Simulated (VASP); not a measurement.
# GdN (F-43m) in VASP: single point with PBEsol

Aim: the single point of GdN with PBEsol.

Everything below comes from runs of VASP 6.6.1. Logs are shortened: lines on timing, memory, paths and dates and some standing lists are left out, and cuts for length are marked.

### Step 1. The cell of the first run

The structure is cubic, space group F-43m (No. 216). The conventional cell has a = 5.423 Å, b = 5.423 Å, c = 5.423 Å, α = 90.00°, β = 90.00°, γ = 90.00°. Within 3.1 Å of Gd (site symmetry -43m) lie 4 N at 2.35 Å. N (site symmetry -43m) has 4 Gd at 2.35 Å within 3.1 Å.

### Step 2. Single point, PBEsol, collinear spin, ferromagnetic start

Contents of INCAR:

```
PREC = Accurate
ENCUT = 520
EDIFF = 1E-6
ISMEAR = 0
SIGMA = 0.05
LREAL = F
LASPH = T
NELM = 150
ALGO = Normal
ISIF = 2
LWAVE = F
LCHARG = T
ISPIN = 2
MAGMOM = 7 0
LORBIT = 11
LMAXMIX = 6
GGA = PS
LELF = T
LVHAR = T
NBANDS = 22
```

Contents of KPOINTS:

```
Automatic mesh
0
Gamma
  10 10 10
```

Contents of POSCAR:

```
GdN
1.0
    0.0000000000      2.7113754282      2.7113754282
    2.7113754282      0.0000000000      2.7113754282
    2.7113754282      2.7113754282      0.0000000000
Gd N
1 1
Direct
    0.0000000000      0.0000000000      0.0000000000
    0.2500000000      0.2500000000      0.2500000000
```

Potentials or basis: VASP PAW PBE potentials, release 64 (Gd, N).

On the command line:

```sh
$ cat potpaw_PBE.64/Gd/POTCAR potpaw_PBE.64/N/POTCAR > POTCAR
$ mpirun -np 1 vasp_std > vasp.out
```

OUTCAR:

```text
PREC = Accurate
   ENCUT = 520
   EDIFF = 1E-6
   ISMEAR = 0
   LREAL = F
   LASPH = T
   NELM = 150
   ISIF = 2
   ISPIN = 2
   LORBIT = 11
   GGA = PS

 ion  position               nearest neighbor table
   1  0.000  0.000  0.000-   2 2.35   2 2.35   2 2.35   2 2.35
   2  0.250  0.250  0.250-   1 2.35   1 2.35   1 2.35   1 2.35

  LATTYP: Found a face centered cubic cell.
 ALAT       =     5.4227508564

  Lattice vectors:

 A1 = (   0.0000000000,   2.7113754282,   2.7113754282)
 A2 = (   2.7113754282,   0.0000000000,   2.7113754282)
 A3 = (   2.7113754282,   2.7113754282,   0.0000000000)

Analysis of symmetry for initial positions (statically):
=====================================================================
 Subroutine PRICEL returns:
 Original cell was already a primitive cell.

 Routine SETGRP: Setting up the symmetry group for a
 face centered cubic supercell.

 Subroutine GETGRP returns: Found 24 space group operations
 (whereof 24 operations were pure point group operations)
 out of a pool of 48 trial point group operations.

The static configuration has the point symmetry T_d .

Analysis of symmetry for dynamics (positions and initial velocities):
=====================================================================
 Subroutine PRICEL returns:
 Original cell was already a primitive cell.

 Routine SETGRP: Setting up the symmetry group for a
 face centered cubic supercell.

 Subroutine GETGRP returns: Found 24 space group operations
 (whereof 24 operations were pure point group operations)
 out of a pool of 48 trial point group operations.

The dynamic configuration has the point symmetry T_d .

Analysis of structural, dynamic, and magnetic symmetry:
=====================================================================
 Subroutine PRICEL returns:
 Original cell was already a primitive cell.

 Routine SETGRP: Setting up the symmetry group for a
 face centered cubic supercell.

 Subroutine GETGRP returns: Found 24 space group operations
 (whereof 24 operations were pure point group operations)
 out of a pool of 48 trial point group operations.

The overall configuration has the point symmetry T_d .

 Subroutine INISYM returns: Found 24 space group operations
 (whereof 24 operations are pure point group operations),
 and found     1 'primitive' translations

----------------------------------------------------------------------------------------

[... 110 lines left out ...]
   IMIX   =      4    mixing-type and parameters
     AMIX     =   0.40;   BMIX     =  1.00
     AMIX_MAG =   1.60;   BMIX_MAG =  1.00
  volume/ion in A,a.u.               =      19.93       134.51
  Fermi-wavevector in a.u.,A,eV,Ry     =   1.362860  2.575431 25.271275  1.857386
  Thomas-Fermi vector in A             =   2.489313
   LORBIT       =     11    0 simple, 1 ext, 2 COOP (PROOUT), +10 PAW based schemes
   GGA     = PS    functional components
   LHFCALC =     F    Hartree Fock is set to
   AEXX    =    0.0000 exact exchange contribution
   IVDW    =     0    specifies the selected vdW correction
   LEPSILON=     F    determine dielectric tensor
   LRPA    =     F    only Hartree local field effects (RPA)
 spin polarized calculation
 Gauss-broadening in eV      SIGMA  =   0.05
  energy-cutoff  :      520.00
  volume of cell :       39.87
 maximum number of plane-waves:      1090
 NGX is ok and might be reduce to    30
   NGX = 15   NGY = 15   NGZ = 15

 number of electron      22.9999995 magnetization       7.0002683

 Free energy of the ion-electron system (eV)
  ---------------------------------------------------
  ext. energy  EPLUGINS =         0.00000000
  ---------------------------------------------------
  free energy    TOTEN  =       -23.49271960 eV

  energy without entropy =      -23.49271960  energy(sigma->0) =      -23.49271960

 E-fermi :   1.9966     XC(G=0): -10.2411

 val. band max:        1.6443131044   @ k =  -0.3000   0.5000   0.2000
 cond. band min:       2.7147463118   @ k =   0.0000   0.0000   0.0000
 fundamental gap:      1.0704332074
 Fermi energy:         1.9966089633

 spin component 1

 k-point     1 :       0.0000    0.0000    0.0000
  band No.  band energies     occupation
      1     -41.5911      1.00000
      2     -18.8231      1.00000
      3     -18.8231      1.00000
      4     -18.8231      1.00000
      5     -10.2534      1.00000
      6      -1.3591      1.00000
[... 589 lines left out ...]
     21       9.9768      0.00000
     22      13.6831      0.00000

 [... further k-points ...]

 spin component 2

 k-point     1 :       0.0000    0.0000    0.0000
  band No.  band energies     occupation
      1     -38.4998      1.00000
      2     -16.6060      1.00000
      3     -16.6060      1.00000
      4     -16.6060      1.00000
      5     -10.2261      1.00000
      6      -0.0086      1.00000
[... 589 lines left out ...]
     21      10.8949      0.00000
     22      14.3177      0.00000

 [... further k-points ...]
[... 5 lines left out ...]
  --------------------------------------------------------------------------------------
  -------------------------------------------------------------------------------------
  Total       -1.9652183     -1.9652183     -1.9652183      0.0000000      0.0000000      0.0000000
  in kB      -78.9809625    -78.9809625    -78.9809625      0.0000000      0.0000000      0.0000000
  external PRESSURE =     -78.9809625 kB  Pullay stress =       0.0000000 kB

 VOLUME and BASIS-vectors are now :
 -----------------------------------------------------------------------------
  energy-cutoff  :      520.00
  volume of cell :       39.87
      direct lattice vectors                 reciprocal lattice vectors
     0.000000000  2.711375428  2.711375428    -0.184408251  0.184408251  0.184408251
     2.711375428  0.000000000  2.711375428     0.184408251 -0.184408251  0.184408251
     2.711375428  2.711375428  0.000000000     0.184408251  0.184408251 -0.184408251

 POSITION                                       TOTAL-FORCE (eV/Angst)
 -----------------------------------------------------------------------------------
      0.00000      0.00000      0.00000        -0.000000     -0.000000     -0.000000
      1.35569      1.35569      1.35569         0.000000      0.000000      0.000000
 -----------------------------------------------------------------------------------
    total drift:                               -0.000000     -0.000000     -0.000000

  FREE ENERGIE OF THE ION-ELECTRON SYSTEM (eV)
  ---------------------------------------------------
  free  energy   TOTEN  =       -23.4927196041 eV

  energy  without entropy=      -23.4927196041  energy(sigma->0) =      -23.49271960

 total charge

# of ion       s       p       d       f       tot
--------------------------------------------------
    1        2.040   5.609   0.564   7.001  15.214
    2        1.251   2.371   0.000   0.000   3.622
--------------------------------------------------
tot          3.291   7.981   0.564   7.001  18.836

 magnetization (x)

# of ion       s       p       d       f       tot
--------------------------------------------------
    1        0.000  -0.072   0.065   6.805   6.798
    2       -0.007  -0.050   0.000   0.000  -0.057
--------------------------------------------------
tot         -0.007  -0.122   0.065   6.805   6.742
```

stdout:

```text
POSCAR found type information on POSCAR GdN
 POSCAR found :  2 types and       2 ions
 scaLAPACK will be used
 -----------------------------------------------------------------------------
|                                                                             |
|                                                                             |
|     You enforced a specific xc type in the INCAR file but a different       |
|     I HOPE YOU KNOW WHAT YOU ARE DOING!                                     |
|                                                                             |
 -----------------------------------------------------------------------------

 LDA part: xc-table for (Slater+PW92), standard interpolation
 POSCAR, INCAR and KPOINTS ok, starting setup
 FFT: planning ... GRIDC
 FFT: planning ... GRID_SOFT
 FFT: planning ... GRID
 WAVECAR not read
 entering main loop
```

It took 5.1 min on 1 thread of Intel Xeon 6975P-C (Granite Rapids), shared host; peak memory 0.24 GiB.

Results:

```
Free energy                                           : -23.4927 eV
Pressure                                              : -7.9 GPa
Band gap on the k mesh                                : 1.07 eV (least direct gap 1.76 eV)
Net moment                                            : 7.00 μB per cell
Site moments                                          : Gd +6.80; N -0.06 μB
Valence electrons inside the program's atomic spheres : Gd 15.21; N 3.62
```

Caveat: the cell stands under tension; the PAW data sets were made with another functional, which shifts forces and pressure a little; spin-orbit coupling is left out, which moves the levels of the heavy elements; a cell with one magnetic atom can't hold antiferromagnetic order, which such compounds often take; semilocal functionals describe open f shells poorly, which spoils levels, moments and volumes. The state reached can hang on the start; a lower one may exist.
